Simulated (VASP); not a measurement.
# Hf in VASP: notebook, part 2 of 2

VASP 6.6.1. The steps go on from the part before.

### 3 Electric field gradients, PBE

File INCAR:

```
SYSTEM = Hf
PREC = Accurate
ENCUT = 520
EDIFF = 1E-8
ISMEAR = -1
SIGMA = 0.08
LREAL = .FALSE.
LASPH = .TRUE.
NELM = 60
ALGO = Normal
ISIF = 2
LWAVE = .FALSE.
LCHARG = .FALSE.
GGA = PE
LEFG = .TRUE.
NBANDS = 11
```

File KPOINTS:

```
regular mesh
0
G
  16 16 16
  0 0 0
```

File POSCAR:

```
Hf
1.0
   -1.8050000000      1.8050000000      1.8050000000
    1.8050000000     -1.8050000000      1.8050000000
    1.8050000000      1.8050000000     -1.8050000000
Hf
1
Direct
    0.0000000000      0.0000000000      0.0000000000
```

Potentials or basis: VASP PAW PBE potentials, release 64 (Hf_pv).

On the command line:

```bash
$ cat potpaw_PBE.64/Hf_pv/POTCAR > POTCAR
$ mpirun -np 1 vasp_std > vasp.out
```

OUTCAR:

```text
SYSTEM = Hf
   PREC = Accurate
   ENCUT = 520
   EDIFF = 1E-8
   ISMEAR = -1
   LREAL = .FALSE.
   LASPH = .TRUE.
   NELM = 60
   ISIF = 2
   GGA = PE

 ion  position               nearest neighbor table
   1  0.000  0.000  0.000-

  LATTYP: Found a body centered cubic cell.
 ALAT       =     3.6100000000

  Lattice vectors:

 A1 = (  -1.8050000000,   1.8050000000,   1.8050000000)
 A2 = (   1.8050000000,  -1.8050000000,   1.8050000000)
 A3 = (   1.8050000000,   1.8050000000,  -1.8050000000)

Analysis of symmetry for initial positions (statically):
=====================================================================
 Subroutine PRICEL returns:
 Original cell was already a primitive cell.

 Routine SETGRP: Setting up the symmetry group for a
 body centered cubic supercell.

 Subroutine GETGRP returns: Found 48 space group operations
 (whereof 48 operations were pure point group operations)
 out of a pool of 48 trial point group operations.

The static configuration has the point symmetry O_h .

Analysis of symmetry for dynamics (positions and initial velocities):
=====================================================================
 Subroutine PRICEL returns:
 Original cell was already a primitive cell.

 Routine SETGRP: Setting up the symmetry group for a
 body centered cubic supercell.

 Subroutine GETGRP returns: Found 48 space group operations
 (whereof 48 operations were pure point group operations)
 out of a pool of 48 trial point group operations.

The dynamic configuration has the point symmetry O_h .

 Subroutine INISYM returns: Found 48 space group operations
[... 159 lines left out ...]
      9       8.3669      0.00000
     10      17.2900      0.00000
     11      17.2900      0.00000
[... 309 lines left out ...]
 k-point    24 :       0.2500    0.1875    0.0000
  band No.  band energies     occupation
      1     -26.3283      2.00000
      2     -26.0113      2.00000
      3     -25.8460      2.00000
      4       1.1157      2.00000
      5       3.8411      1.98720
      6       4.3000      0.66763
      7       7.8147      0.00000
      8       9.0116      0.00000
      9      10.3425      0.00000
     10      14.6482      0.00000
     11      17.2818      0.00000

 [... further k-points ...]

------------------------ aborting loop because EDIFF is reached ----------------------------------------

  FORCE on cell =-STRESS in cart. coord.  units (eV):
  Direction    XX          YY          ZZ          XY          YZ          ZX
  --------------------------------------------------------------------------------------
  -------------------------------------------------------------------------------------
  Total       -0.7541667     -0.7541667     -0.7541667      0.0000000     -0.0000000     -0.0000000
  in kB      -51.3672525    -51.3672525    -51.3672525      0.0000000     -0.0000000     -0.0000000
  external PRESSURE =     -51.3672525 kB  Pullay stress =       0.0000000 kB

 VOLUME and BASIS-vectors are now :
 -----------------------------------------------------------------------------
  energy-cutoff  :      520.00
  volume of cell :       23.52
      direct lattice vectors                 reciprocal lattice vectors
    -1.805000000  1.805000000  1.805000000     0.000000000  0.277008310  0.277008310
     1.805000000 -1.805000000  1.805000000     0.277008310  0.000000000  0.277008310
     1.805000000  1.805000000 -1.805000000     0.277008310  0.277008310  0.000000000

 POSITION                                       TOTAL-FORCE (eV/Angst)
 -----------------------------------------------------------------------------------
      0.00000      0.00000      0.00000        -0.000000     -0.000000      0.000000
 -----------------------------------------------------------------------------------
    total drift:                               -0.000000      0.000000      0.000000

  FREE ENERGIE OF THE ION-ELECTRON SYSTEM (eV)
  ---------------------------------------------------
  free  energy   TOTEN  =        -9.7423827282 eV

  energy  without entropy=       -9.6983363943  energy(sigma->0) =       -9.72035956

 Electric field gradients (V/A^2)
---------------------------------------------------------------------
 ion       V_xx      V_yy      V_zz      V_xy      V_xz      V_yz
---------------------------------------------------------------------
   1       0.000     0.000    -0.000    -0.000    -0.000    -0.000
---------------------------------------------------------------------

 Electric field gradients after diagonalization (V/A^2)
 (convention: |V_zz| > |V_xx| > |V_yy|)
----------------------------------------------------------------------
 ion       V_xx      V_yy      V_zz     asymmetry (V_yy - V_xx)/ V_zz
----------------------------------------------------------------------
   1       0.000     0.000    -0.000       0.000
----------------------------------------------------------------------

           NMR quadrupolar parameters

 Cq : quadrupolar parameter    Cq=e*Q*V_zz/h
 eta: asymmetry parameters     (V_yy - V_xx)/ V_zz
 Q  : nuclear electric quadrupole moment in mb (millibarn)
----------------------------------------------------------------------
 ion       Cq(MHz)       eta       Q (mb)
----------------------------------------------------------------------
   1      -0.000       0.000       1.000
----------------------------------------------------------------------
```

OSZICAR:

```text
N       E                     dE             d eps       ncg     rms          rms(c)
DAV:   1     0.123913990730E+02    0.12391E+02   -0.56814E+03  3190   0.834E+02
DAV:   2    -0.967848120025E+01   -0.22070E+02   -0.21274E+02  4139   0.151E+02
DAV:   3    -0.101190613904E+02   -0.44058E+00   -0.43540E+00  4025   0.146E+01
DAV:   4    -0.101210344642E+02   -0.19731E-02   -0.19704E-02  3653   0.115E+00
DAV:   5    -0.101210472497E+02   -0.12785E-04   -0.12785E-04  4022   0.800E-02    0.441E+01
DAV:   6    -0.983576376740E+01    0.28528E+00   -0.24717E-01  3523   0.364E+00    0.254E+01
DAV:   7    -0.974649481401E+01    0.89269E-01   -0.32981E-01  3613   0.406E+00    0.110E+00
DAV:   8    -0.974238203331E+01    0.41128E-02   -0.22433E-02  3549   0.108E+00    0.159E-01
DAV:   9    -0.974237713564E+01    0.48977E-05   -0.29033E-04  4135   0.157E-01    0.543E-02
DAV:  10    -0.974238286402E+01   -0.57284E-05   -0.24547E-05  3747   0.385E-02    0.313E-02
DAV:  11    -0.974238281912E+01    0.44905E-07   -0.28402E-06  3804   0.125E-02    0.181E-03
DAV:  12    -0.974238278174E+01    0.37379E-07   -0.43715E-08  3820   0.197E-03    0.256E-03
DAV:  13    -0.974238272283E+01    0.58911E-07   -0.15738E-09  2282   0.349E-04    0.996E-05
DAV:  14    -0.974238272823E+01   -0.54016E-08   -0.18730E-10  2030   0.126E-04
   1 F= -.97423827E+01 E0= -.97203596E+01  d E =-.440463E-01
```

Run time: 44 s. Hardware: 1 thread of AMD EPYC 7R43 (Zen 3), shared host; peak memory 0.13 GiB.

Results:

- Free energy: -9.7424 eV
- Pressure: -5.1 GPa
- Band gap on the k mesh: zero (band 5 reaches 5.73 eV, above the bottom of band 6 at 3.55 eV)

Caveat: without QUAD_EFG the Cq values of the log hold for a quadrupole moment of 1 mb, not for the nuclei; spin-orbit coupling is left out, which moves the levels of the heavy elements.

### 4 Electric field gradients, PBE (z stretched by +1.5 % at fixed volume)

File INCAR:

```
SYSTEM = Hf
ALGO = Normal ; EDIFF = 1E-8
ENCUT = 520 ; GGA = PE
ISIF = 2 ; ISMEAR = -1
LASPH = .TRUE. ; LCHARG = .FALSE.
LEFG = .TRUE. ; LREAL = .FALSE.
LWAVE = .FALSE. ; NBANDS = 11
NELM = 80 ; PREC = Accurate
SIGMA = 0.08
```

File KPOINTS:

```
k-points
0
G
  16 16 16
  0 0 0
```

File POSCAR:

```
Hf
1.0
   -1.7916129179      1.7916129179      1.8320750000
    1.7916129179     -1.7916129179      1.8320750000
    1.7916129179      1.7916129179     -1.8320750000
Hf
1
Direct
    0.0000000000      0.0000000000      0.0000000000
```

Potentials or basis: VASP PAW PBE potentials, release 64 (Hf_pv).

On the command line:

```bash
$ cat potpaw_PBE.64/Hf_pv/POTCAR > POTCAR
$ mpirun -np 1 vasp_std > vasp.out
```

OUTCAR:

```text
SYSTEM = Hf
   EDIFF = 1E-8
   ENCUT = 520
   GGA = PE
   ISIF = 2
   ISMEAR = -1
   LASPH = .TRUE.
   LREAL = .FALSE.
   NELM = 80
   PREC = Accurate

 ion  position               nearest neighbor table
   1  0.000  0.000  0.000-

  LATTYP: Found a body centered tetragonal cell.
 ALAT       =     3.5832258358
 C/A-ratio  =     1.0225841652

  Lattice vectors:

 A1 = (  -1.7916129179,   1.7916129179,   1.8320750000)
 A2 = (   1.7916129179,  -1.7916129179,   1.8320750000)
 A3 = (   1.7916129179,   1.7916129179,  -1.8320750000)

Analysis of symmetry for initial positions (statically):
=====================================================================
 Subroutine PRICEL returns:
 Original cell was already a primitive cell.

 Routine SETGRP: Setting up the symmetry group for a
 body centered tetragonal supercell.

 Subroutine GETGRP returns: Found 16 space group operations
 (whereof 16 operations were pure point group operations)
 out of a pool of 16 trial point group operations.

The static configuration has the point symmetry D_4h.

Analysis of symmetry for dynamics (positions and initial velocities):
=====================================================================
 Subroutine PRICEL returns:
 Original cell was already a primitive cell.

 Routine SETGRP: Setting up the symmetry group for a
 body centered tetragonal supercell.

 Subroutine GETGRP returns: Found 16 space group operations
 (whereof 16 operations were pure point group operations)
 out of a pool of 16 trial point group operations.

The dynamic configuration has the point symmetry D_4h.

 Subroutine INISYM returns: Found 16 space group operations
 (whereof 16 operations are pure point group operations),
 and found     1 'primitive' translations

----------------------------------------------------------------------------------------

                                     Primitive cell

  volume of cell :      23.5229

  direct lattice vectors                    reciprocal lattice vectors
    -1.791612918  1.791612918  1.832075000     0.000000000  0.279078140  0.272914591
     1.791612918 -1.791612918  1.832075000     0.279078140  0.000000000  0.272914591
     1.791612918  1.791612918 -1.832075000     0.279078140  0.279078140  0.000000000

  length of vectors
     3.126699938  3.126699938  3.126699938     0.390342135  0.390342135  0.394676090

  position of ions in fractional coordinates (direct lattice)
     0.000000000  0.000000000  0.000000000

  ion indices of the primitive-cell ions
   primitive index   ion index
                 1           1

----------------------------------------------------------------------------------------

 KPOINTS: k-points

Automatic generation of k-mesh.
 Grid dimensions read from file:
 generate k-points for:   16   16   16

 Generating k-lattice:

  Cartesian coordinates                     Fractional coordinates (reciprocal lattice)
     0.000000000  0.017442384  0.017057162     0.062500000 -0.000000000  0.000000000
     0.017442384  0.000000000  0.017057162    -0.000000000  0.062500000  0.000000000
[... 66 lines left out ...]
   POTIM  = 0.5000    time-step for ionic-motion
   TEBEG  =    0.0;   TEEND  =   0.0 temperature during run
   PSTRESS=    0.0 pullay stress
   NELECT =      10.0000    total number of electrons
   NUPDOWN=      -1.0000    fix difference up-down
   EMIN   =  10.00;   EMAX   =-10.00  energy-range for DOS
   EFERMI =   0.00;   METHOD = LEGACY
   ISMEAR =    -1;   SIGMA  =   0.08  broadening in eV -4-tet -1-fermi 0-gaus
   EFERMI_NEDOS =   21; number of points for ismear=-14 and -15
   IALGO  =     38    algorithm
   IMIX   =      4    mixing-type and parameters
     AMIX     =   0.40;   BMIX     =  1.00
     AMIX_MAG =   1.60;   BMIX_MAG =  1.00
  volume/ion in A,a.u.               =      23.52       158.74
  Fermi-wavevector in a.u.,A,eV,Ry     =   1.230961  2.326179 20.616432  1.515265
  Thomas-Fermi vector in A             =   2.365789
   LORBIT       =      0    0 simple, 1 ext, 2 COOP (PROOUT), +10 PAW based schemes
   GGA     = PE    functional components
   LHFCALC =     F    Hartree Fock is set to
   AEXX    =    0.0000 exact exchange contribution
   IVDW    =     0    specifies the selected vdW correction
   LEPSILON=     F    determine dielectric tensor
   LRPA    =     F    only Hartree local field effects (RPA)
 non-spin polarized calculation
  energy-cutoff  :      520.00
  volume of cell :       23.52
 maximum number of plane-waves:       650
   NGX = 11   NGY = 11   NGZ = 11

 number of electron      10.0000000 magnetization

 Free energy of the ion-electron system (eV)
  ---------------------------------------------------
  ext. energy  EPLUGINS =         0.00000000
  ---------------------------------------------------
  free energy    TOTEN  =        -9.74348824 eV

  energy without entropy =       -9.69922980  energy(sigma->0) =       -9.72135902

 E-fermi :   4.2475     XC(G=0): -11.0584

 val. band max:        4.2473658460   @ k =  -0.1250   0.4375   0.1250
 cond. band min:       4.2513914599   @ k =  -0.3750   0.1250   0.0625
 fundamental gap:      0.0040256140
 Fermi energy:         4.2474620574

 k-point     1 :       0.0000    0.0000    0.0000
  band No.  band energies     occupation
      1     -25.7891      2.00000
      2     -25.7884      2.00000
      3     -25.7884      2.00000
      4      -2.6291      2.00000
      5       5.6567      0.00000
      6       5.6567      0.00000
      7       5.8864      0.00000
      8       8.2046      0.00000
      9       8.5198      0.00000
     10      17.0681      0.00000
     11      17.3172      0.00000
[... 309 lines left out ...]
 k-point    24 :      -0.0625    0.0625    0.0000
  band No.  band energies     occupation
      1     -25.8161      2.00000
      2     -25.7982      2.00000
      3     -25.7887      2.00000
      4      -2.4904      2.00000
      5       5.5554      0.00000
      6       5.7912      0.00000
      7       5.8426      0.00000
      8       8.2112      0.00000
      9       8.3635      0.00000
     10      17.3171      0.00000
     11      17.3292      0.00000

 [... further k-points ...]
[... 5 lines left out ...]
  --------------------------------------------------------------------------------------
  -------------------------------------------------------------------------------------
  Total       -0.7987695     -0.7987695     -0.6522184      0.0000000     -0.0000000     -0.0000000
  in kB      -54.4052019    -54.4052019    -44.4234262      0.0000000     -0.0000000     -0.0000000
  external PRESSURE =     -51.0779434 kB  Pullay stress =       0.0000000 kB

 VOLUME and BASIS-vectors are now :
 -----------------------------------------------------------------------------
  energy-cutoff  :      520.00
  volume of cell :       23.52
      direct lattice vectors                 reciprocal lattice vectors
    -1.791612918  1.791612918  1.832075000     0.000000000  0.279078140  0.272914591
     1.791612918 -1.791612918  1.832075000     0.279078140  0.000000000  0.272914591
     1.791612918  1.791612918 -1.832075000     0.279078140  0.279078140  0.000000000

 POSITION                                       TOTAL-FORCE (eV/Angst)
 -----------------------------------------------------------------------------------
      0.00000      0.00000      0.00000        -0.000000      0.000000      0.000000
 -----------------------------------------------------------------------------------
    total drift:                               -0.000000      0.000000      0.000000

  FREE ENERGIE OF THE ION-ELECTRON SYSTEM (eV)
  ---------------------------------------------------
  free  energy   TOTEN  =        -9.7434882384 eV

  energy  without entropy=       -9.6992298037  energy(sigma->0) =       -9.72135902

 Electric field gradients (V/A^2)
---------------------------------------------------------------------
 ion       V_xx      V_yy      V_zz      V_xy      V_xz      V_yz
---------------------------------------------------------------------
   1      -0.608    -0.608     1.215    -0.000    -0.000    -0.000
---------------------------------------------------------------------

 Electric field gradients after diagonalization (V/A^2)
 (convention: |V_zz| > |V_xx| > |V_yy|)
----------------------------------------------------------------------
 ion       V_xx      V_yy      V_zz     asymmetry (V_yy - V_xx)/ V_zz
----------------------------------------------------------------------
   1      -0.608    -0.607     1.215       0.000
----------------------------------------------------------------------

           NMR quadrupolar parameters

 Cq : quadrupolar parameter    Cq=e*Q*V_zz/h
 eta: asymmetry parameters     (V_yy - V_xx)/ V_zz
 Q  : nuclear electric quadrupole moment in mb (millibarn)
----------------------------------------------------------------------
 ion       Cq(MHz)       eta       Q (mb)
----------------------------------------------------------------------
   1       0.003       0.000       1.000
----------------------------------------------------------------------
```

It took 46 s on 1 thread of AMD EPYC 9R14 (Zen 4), shared host; peak memory 0.18 GiB.

Results:

```yaml
Free_energy: -9.7435 eV
Pressure: -5.1 GPa
Band_gap_on_the_k_mesh: zero (band 5 reaches 5.66 eV, above the bottom of band 6 at 3.54 eV)
```

Electric field gradients, principal values (V/Å²):
| atom | least | middle | greatest (by size) |
| --- | --- | --- | --- |
| 1 Hf | -0.607 | -0.608 | 1.215 |

Caveat: without QUAD_EFG the Cq values of the log hold for a quadrupole moment of 1 mb, not for the nuclei; spin-orbit coupling is left out, which moves the levels of the heavy elements.

### 5 Summary

| level | cell | gap on the mesh (eV) | pressure (GPa) |
| --- | --- | --- | --- |
| PBEsol | a = 3.126 Å, angles 109.5°, 1 atom | none | -9.2 |
| PBE | a = 3.126 Å, angles 109.5°, 1 atom | none | -5.1 |
| PBE | a = 3.127 Å, angles 110.1, 110.1, 108.3°, 1 atom | none | -5.1 |

Alike in all rows: task electric field gradients; potentials or basis VASP PAW PBE potentials, release 64 (Hf_pv); no spin polarisation; k mesh 16 × 16 × 16; cutoff (eV) 520; smearing fermi-dirac 0.08 eV.

Caveats: spin-orbit coupling is left out, which moves the levels of the heavy elements; the PAW data sets were made with another functional, which shifts forces and pressure a little (some runs).

Total energies depend on the potentials used, so only differences within one code and one set of settings carry meaning.
